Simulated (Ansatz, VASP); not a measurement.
Two plane-wave programs on H

The input INCAR:

```
ALGO = Normal
EDIFF = 1E-6
ENCUT = 520
GGA = PE
ISIF = 2
ISMEAR = 0
ISPIN = 2
LASPH = True
LCHARG = False
LORBIT = 11
LREAL = False
LWAVE = False
MAGMOM = 1.05 1.05
NBANDS = 12
NELM = 150
PREC = Accurate
SIGMA = 0.05
```

Contents of KPOINTS:

```
k-points
0
Gamma
  6 6 6
```

The input POSCAR:

```
H
1.0
    5.7130030421      0.0000000000      0.0000000000
   -2.8565015211      4.9476057664      0.0000000000
    0.0000000000      0.0000000000      3.5774825050
H
2
Direct
    0.3333333333      0.6666666667      0.2500000000
    0.6666666667      0.3333333333      0.7500000000
```

Input for Ansatz:

```yaml
crystal:
  lattice:
    - [5.7130030421, 0.0, 0.0]
    - [-2.8565015211, 4.9476057664, 0.0]
    - [0.0, 0.0, 3.577482505]
  atoms:
    - { symbol: H, position: [0.3333333333, 0.6666666667, 0.25], spin: 1.05 }
    - { symbol: H, position: [0.6666666667, 0.3333333333, 0.75], spin: 1.05 }
basis:
  ecutwfc: 520.0
kpoints:
  mp_grid: { grid: [6, 6, 6] }
hamiltonian:
  xc: pbe
scf:
  occupations: { method: gaussian, width: 0.05 }
output:
  forces: true
  stress: true
  eigenvalues: true
  populations: true
magnetization:
  spin_polarized: true
```

Alike in both runs: task single point; functional PBE; k mesh 6 × 6 × 6; occupations gaussian, width 0.05 eV; collinear spin.

|  | VASP | Ansatz |
| --- | --- | --- |
| version | VASP 6.6.1 | Ansatz 0.2.0 |
| potentials or method | VASP PAW PBE potentials, release 64 (H), cutoff 520 eV | scalar-relativistic, plane waves, PAW |
| valence electrons in the cell | 2 | 2 |

|  | VASP | Ansatz | Ansatz less VASP |
| --- | --- | --- | --- |
| gap on the k mesh at the Fermi level (eV) | 6.59 | 6.59 | +0.001 |
| least direct gap on the mesh (eV) | 7.20 | 7.20 | +0.001 |
| pressure (GPa) | 0.1 | 0.1 | +0.03 |
| traceless stress, the component that is largest in VASP (GPa) | 0.05 | 0.05 | 0.000 |
| net moment per atom (μB) | 1.00 | 1.00 | 0.000 |
| size of the moment on the site where the two differ most (μB) | 0.38 | 0.94 | +0.555 |

Site moments also hang on the region over which each program counts them. Ansatz's warnings: nearly empty spin channel levels not settled, published levels not confirmed.
